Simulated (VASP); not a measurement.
# MgO (P3m1) in VASP: single point with LDA

Aim: the single point of MgO with LDA.

Program: VASP 6.6.1. These are calculated values, not measurements. Logs are shortened: lines on timing, memory, paths and dates and some standing lists are left out, and cuts for length are marked.

### 1 The cell of the first run

Symmetry: P3m1, No. 156, trigonal system. Conventional cell: a = 3.020 Å, b = 3.020 Å, c = 15.043 Å, α = 90.00°, β = 90.00°, γ = 120.00°. Mg (site symmetry 3m) has 6 O at 2.14 to 2.29 Å within 2.8 Å. Mg (site symmetry 3m) has 6 O at 2.14 Å within 2.8 Å. Within 2.8 Å of Mg (site symmetry 3m) lie 6 O at 2.14 Å. Mg (site symmetry 3m) has 6 O at 2.14 Å within 2.8 Å. Within 2.8 Å of Mg (site symmetry 3m) lie 6 O at 2.14 Å. Mg (site symmetry 3m) has 6 O at 2.14 Å within 2.8 Å. O (site symmetry 3m) has 6 Mg at 2.14 Å within 2.8 Å. O (site symmetry 3m) has 6 Mg at 2.14 Å within 2.8 Å.

### 2 Single point, LDA (the distance across one plane changed)

The input, INCAR:

```
SYSTEM = MgO
ALGO = Normal
EDIFF = 1E-6
ENCUT = 840
GGA_COMPAT = .FALSE.
ISIF = 2
ISMEAR = 0
LASPH = .TRUE.
LCHARG = .TRUE.
LELF = .TRUE.
LREAL = .FALSE.
LVHAR = .TRUE.
LWAVE = .FALSE.
NBANDS = 60
NELM = 120
PREC = Accurate
SIGMA = 0.05
```

The input, KPOINTS:

```
k-points
0
G
  9 9 2
  0 0 0
```

The input, POSCAR:

```
MgO
1.0
    2.1351500000     -2.1351500000      0.0000000000
    2.1351500000      0.0000000000     -2.1351500000
    8.6849375673      8.6849375673      8.6849375673
Mg O
6 6
Direct
    0.6666666667      0.6666666667      0.0409741959
    0.0000000000      0.0000000000      0.8604581141
    0.3333333333      0.3333333333      0.2048709795
    0.6666666667      0.6666666667      0.5326645468
    0.0000000000      0.0000000000      0.3687677632
    0.3333333333      0.3333333333      0.6965613304
    0.6666666667      0.6666666667      0.2868193714
    0.0000000000      0.0000000000      0.1229225877
    0.3333333333      0.3333333333      0.4507161550
    0.6666666667      0.6666666667      0.7785097223
    1.0000000000      1.0000000000      0.6146129386
    0.3333333333      0.3333333333      0.9424065059
```

Potentials or basis: VASP PAW LDA potentials, release 64 (Mg_sv, O).

On the command line:

```console
$ cat potpaw_LDA.64/Mg_sv/POTCAR potpaw_LDA.64/O/POTCAR > POTCAR
$ mpirun -np 1 vasp_std > vasp.out
```

OUTCAR:

```text
SYSTEM = MgO
   EDIFF = 1E-6
   ENCUT = 840
   ISIF = 2
   ISMEAR = 0
   LASPH = .TRUE.
   LREAL = .FALSE.
   NELM = 120
   PREC = Accurate

 ion  position               nearest neighbor table
   1  0.667  0.667  0.041-
   2  0.000  0.000  0.860-
   3  0.333  0.333  0.205-
   4  0.667  0.667  0.533-
   5  0.000  0.000  0.369-
   6  0.333  0.333  0.697-
   7  0.667  0.667  0.287-
   8  0.000  0.000  0.123-
   9  0.333  0.333  0.451-
  10  0.667  0.667  0.779-
  11  0.000  0.000  0.615-
  12  0.333  0.333  0.942-

  LATTYP: Found a hexagonal cell.
 ALAT       =     3.0195580877
 C/A-ratio  =     4.9817730576

  Lattice vectors:

 A1 = (  -2.1351500000,   0.0000000000,   2.1351500000)
 A2 = (   2.1351500000,  -2.1351500000,   0.0000000000)
 A3 = (   8.6849375673,   8.6849375673,   8.6849375673)

Analysis of symmetry for initial positions (statically):
=====================================================================
 Subroutine PRICEL returns:
 Original cell was already a primitive cell.

 Routine SETGRP: Setting up the symmetry group for a
 hexagonal supercell.

 Subroutine GETGRP returns: Found  6 space group operations
 (whereof  6 operations were pure point group operations)
 out of a pool of 24 trial point group operations.

The static configuration has the point symmetry C_3v.

Analysis of symmetry for dynamics (positions and initial velocities):
=====================================================================
 Subroutine PRICEL returns:
 Original cell was already a primitive cell.

 Routine SETGRP: Setting up the symmetry group for a
 hexagonal supercell.

 Subroutine GETGRP returns: Found  6 space group operations
 (whereof  6 operations were pure point group operations)
 out of a pool of 24 trial point group operations.

The dynamic configuration has the point symmetry C_3v.

 Subroutine INISYM returns: Found  6 space group operations
 (whereof  6 operations are pure point group operations),
 and found     1 'primitive' translations

----------------------------------------------------------------------------------------

                                     Primitive cell

  volume of cell :     118.7804

  direct lattice vectors                    reciprocal lattice vectors
     2.135150000 -2.135150000  0.000000000     0.156117057 -0.312234113  0.156117057
     2.135150000  0.000000000 -2.135150000     0.156117057  0.156117057 -0.312234113
     8.684937567  8.684937567  8.684937567     0.038380625  0.038380625  0.038380625

  length of vectors
     3.019558088  3.019558088 15.042753127     0.382407129  0.382407129  0.066477193

  position of ions in fractional coordinates (direct lattice)
     0.666666667  0.666666667  0.040974196
     0.000000000  0.000000000  0.860458114
     0.333333333  0.333333333  0.204870980
     0.666666667  0.666666667  0.532664547
     0.000000000  0.000000000  0.368767763
     0.333333333  0.333333333  0.696561330
     0.666666667  0.666666667  0.286819371
     0.000000000  0.000000000  0.122922588
     0.333333333  0.333333333  0.450716155
     0.666666667  0.666666667  0.778509722
     0.000000000  0.000000000  0.614612939
     0.333333333  0.333333333  0.942406506

  ion indices of the primitive-cell ions
   primitive index   ion index
                 1           1
                 2           2
                 3           3
                 4           4
                 5           5
                 6           6
                 7           7
                 8           8
                 9           9
                10          10
                11          11
                12          12

----------------------------------------------------------------------------------------

 KPOINTS: k-points

Automatic generation of k-mesh.
 Grid dimensions read from file:
 generate k-points for:    9    9    2

 Generating k-lattice:

  Cartesian coordinates                     Fractional coordinates (reciprocal lattice)
     0.017346340 -0.034692679  0.017346340     0.111111111  0.000000000  0.000000000
     0.017346340  0.017346340 -0.034692679     0.000000000  0.111111111  0.000000000
     0.019190313  0.019190313  0.019190313     0.000000000  0.000000000  0.500000000

  Length of vectors
     0.042489681  0.042489681  0.033238596

  Shift w.r.t. Gamma in fractional coordinates (k-lattice)
     0.000000000  0.000000000  0.000000000

 Subroutine IBZKPT returns following result:
 ===========================================

 Found     24 irreducible k-points:

 Following reciprocal coordinates:
            Coordinates               Weight
  0.000000  0.000000  0.000000      1.000000
  0.111111  0.000000  0.000000      6.000000
  0.222222  0.000000  0.000000      6.000000
  0.333333  0.000000  0.000000      6.000000
  0.444444  0.000000  0.000000      6.000000
  0.222222  0.111111 -0.000000      6.000000
[... 16 lines left out ...]
 -0.444444  0.222222  0.500000     12.000000
 -0.333333  0.333333  0.500000      2.000000
   k-points           NKPTS =     24   k-points in BZ     NKDIM =     24   number of bands    NBANDS=     60
   number of dos      NEDOS =    301   number of ions     NIONS =     12
   total plane-waves  NPLWV = 129600
   dimension x,y,z NGX =    30 NGY =   30 NGZ =  144
   dimension x,y,z NGXF=    60 NGYF=   60 NGZF=  288
   ions per type =               6   6
   NGX,Y,Z   is equivalent  to a cutoff of  16.52, 16.52, 15.91 a.u.
   NGXF,Y,Z  is equivalent  to a cutoff of  33.03, 33.03, 31.83 a.u.
 SYSTEM =  MgO
   PREC   = accura    normal or accurate (medium, high low for compatibility)
   ISTART =      0    job   : 0-new  1-cont  2-samecut
   ICHARG =      2    charge: 1-file 2-atom 10-const
   ISPIN  =      1    spin polarized calculation?
   LNONCOLLINEAR =      F non collinear calculations
   LSORBIT =      F    spin-orbit coupling
   LASPH  =      T    aspherical Exc in radial PAW
   ENCUT  =  840.0 eV  61.74 Ry    7.86 a.u.   7.14  7.14 35.55*2*pi/ulx,y,z
   NELM   =    120;   NELMIN=  2; NELMDL= -5     # of ELM steps
   EDIFF  = 0.1E-05   stopping-criterion for ELM
   LREAL  =      F    real-space projection
   EDIFFG = 0.1E-04   stopping-criterion for IOM
   NSW    =      0    number of steps for IOM
   IBRION =     -1    ionic relax: 0-MD 1-quasi-New 2-CG
   NFREE  =      0    steps in history (QN), initial steepest desc. (CG)
   ISIF   =      2    stress and relaxation
   ISYM   =      2    0-nonsym 1-usesym 2-fastsym
   POTIM  = 0.5000    time-step for ionic-motion
   TEBEG  =    0.0;   TEEND  =   0.0 temperature during run
   PSTRESS=    0.0 pullay stress
   NELECT =      96.0000    total number of electrons
   NUPDOWN=      -1.0000    fix difference up-down
   EMIN   =  10.00;   EMAX   =-10.00  energy-range for DOS
   EFERMI =   0.00;   METHOD = LEGACY
   ISMEAR =     0;   SIGMA  =   0.05  broadening in eV -4-tet -1-fermi 0-gaus
   EFERMI_NEDOS =   21; number of points for ismear=-14 and -15
   IALGO  =     38    algorithm
   IMIX   =      4    mixing-type and parameters
     AMIX     =   0.40;   BMIX     =  1.00
     AMIX_MAG =   1.60;   BMIX_MAG =  1.00
  volume/ion in A,a.u.               =       9.90        66.80
  Fermi-wavevector in a.u.,A,eV,Ry     =   1.524931  2.881703 31.639206  2.325416
  Thomas-Fermi vector in A             =   2.633171
   LORBIT       =      0    0 simple, 1 ext, 2 COOP (PROOUT), +10 PAW based schemes
   GGA     = CA    functional components
   LHFCALC =     F    Hartree Fock is set to
   AEXX    =    0.0000 exact exchange contribution
   IVDW    =     0    specifies the selected vdW correction
   LEPSILON=     F    determine dielectric tensor
   LRPA    =     F    only Hartree local field effects (RPA)
 non-spin polarized calculation
 Gauss-broadening in eV      SIGMA  =   0.05
  energy-cutoff  :      840.00
  volume of cell :      118.78
 maximum number of plane-waves:      6603
 NGX is ok and might be reduce to    30
   NGX = 15   NGY = 15   NGZ = 71

 number of electron      95.9999959 magnetization

 Free energy of the ion-electron system (eV)
  ---------------------------------------------------
  ext. energy  EPLUGINS =         0.00000000
  ---------------------------------------------------
  free energy    TOTEN  =       -78.72216126 eV

  energy without entropy =      -78.72216126  energy(sigma->0) =      -78.72216126

 E-fermi :   3.3578     XC(G=0): -11.6353

 val. band max:        2.9285371661   @ k =   0.0000   0.0000   0.0000
 cond. band min:       6.1371531260   @ k =   0.0000   0.0000   0.0000
 fundamental gap:      3.2086159599
 Fermi energy:         3.3578308940

 k-point     1 :       0.0000    0.0000    0.0000
  band No.  band energies     occupation
      1     -69.8604      2.00000
      2     -69.8565      2.00000
      3     -69.5754      2.00000
      4     -69.2917      2.00000
      5     -69.0072      2.00000
      6     -68.6440      2.00000
[... 52 lines left out ...]
     59      15.2404      0.00000
     60      17.1531      0.00000

 k-point     2 :       0.1111    0.0000    0.0000
  band No.  band energies     occupation
      1     -69.8597      2.00000
      2     -69.8559      2.00000
      3     -69.5747      2.00000
      4     -69.2911      2.00000
      5     -69.0066      2.00000
      6     -68.6434      2.00000
[... 52 lines left out ...]
     59      14.6958      0.00000
     60      16.0499      0.00000

 k-point     3 :       0.2222    0.0000    0.0000
  band No.  band energies     occupation
      1     -69.8579      2.00000
      2     -69.8547      2.00000
      3     -69.5732      2.00000
      4     -69.2896      2.00000
      5     -69.0051      2.00000
      6     -68.6419      2.00000
[... 1312 lines left out ...]
     59      13.5879      0.00000
     60      13.7028      0.00000

 k-point    24 :      -0.3333    0.3333    0.5000
  band No.  band energies     occupation
      1     -69.8531      2.00000
      2     -69.8524      2.00000
      3     -69.5696      2.00000
      4     -69.2859      2.00000
      5     -69.0014      2.00000
      6     -68.6383      2.00000
[... 52 lines left out ...]
     59      13.6284      0.00000
     60      13.7229      0.00000

------------------------ aborting loop because EDIFF is reached ----------------------------------------

  FORCE on cell =-STRESS in cart. coord.  units (eV):
  Direction    XX          YY          ZZ          XY          YZ          ZX
  --------------------------------------------------------------------------------------
  -------------------------------------------------------------------------------------
  Total       -9.3869302     -9.3869302     -9.3869302     -1.2490198     -1.2490198     -1.2490198
  in kB     -126.6162467   -126.6162467   -126.6162467    -16.8474886    -16.8474886    -16.8474886
  external PRESSURE =    -126.6162467 kB  Pullay stress =       0.0000000 kB

 VOLUME and BASIS-vectors are now :
 -----------------------------------------------------------------------------
  energy-cutoff  :      840.00
  volume of cell :      118.78
      direct lattice vectors                 reciprocal lattice vectors
     2.135150000 -2.135150000  0.000000000     0.156117057 -0.312234113  0.156117057
     2.135150000  0.000000000 -2.135150000     0.156117057  0.156117057 -0.312234113
     8.684937567  8.684937567  8.684937567     0.038380625  0.038380625  0.038380625

 POSITION                                       TOTAL-FORCE (eV/Angst)
 -----------------------------------------------------------------------------------
      3.20273     -1.06758     -1.06758        -1.031265     -1.031265     -1.031265
      7.47303      7.47303      7.47303         0.401928      0.401928      0.401928
      3.20272      1.06757      1.06757         0.129851      0.129851      0.129851
      7.47303      3.20272      3.20272         0.133686      0.133686      0.133686
      3.20273      3.20273      3.20273         0.133870      0.133870      0.133870
      7.47302      5.33787      5.33787         0.132620      0.132620      0.132620
      5.33788      1.06758      1.06758        -0.132570     -0.132570     -0.132570
      1.06757      1.06757      1.06757        -0.147802     -0.147802     -0.147802
      5.33787      3.20273      3.20273        -0.132855     -0.132855     -0.132855
      9.60818      5.33788      5.33788        -0.131094     -0.131094     -0.131094
      5.33787      5.33787      5.33787        -0.133337     -0.133337     -0.133337
      9.60817      7.47303      7.47303         0.776969      0.776969      0.776969
 -----------------------------------------------------------------------------------
    total drift:                               -0.000516     -0.000516     -0.000516

  FREE ENERGIE OF THE ION-ELECTRON SYSTEM (eV)
  ---------------------------------------------------
  free  energy   TOTEN  =       -78.7221612619 eV

  energy  without entropy=      -78.7221612619  energy(sigma->0) =      -78.72216126
```

It took 6.9 min on 1 thread of Intel Xeon Platinum 8488C (Sapphire Rapids), shared host; peak memory 0.42 GiB.

Results:

| Property | Result |
| --- | --- |
| Free energy | -78.7222 eV |
| Pressure | -12.7 GPa |
| Largest force | 1.786 eV/Å |
| Band gap on the k mesh | 3.21 eV |

Forces in eV/Å, atoms in the order of the input:
```
Mg  -1.031 -1.031 -1.031
Mg   0.402  0.402  0.402
Mg   0.130  0.130  0.130
Mg   0.134  0.134  0.134
Mg   0.134  0.134  0.134
Mg   0.133  0.133  0.133
O   -0.133 -0.133 -0.133
O   -0.148 -0.148 -0.148
O   -0.133 -0.133 -0.133
O   -0.131 -0.131 -0.131
O   -0.133 -0.133 -0.133
O    0.777  0.777  0.777
```

Caveat: the cell differs from its parent crystal (the distance across one plane changed); the cell stands under tension; forces of over 1 eV/Å act on the atoms, so gaps and moduli don't describe the material at rest. A k mesh can miss the band edges.
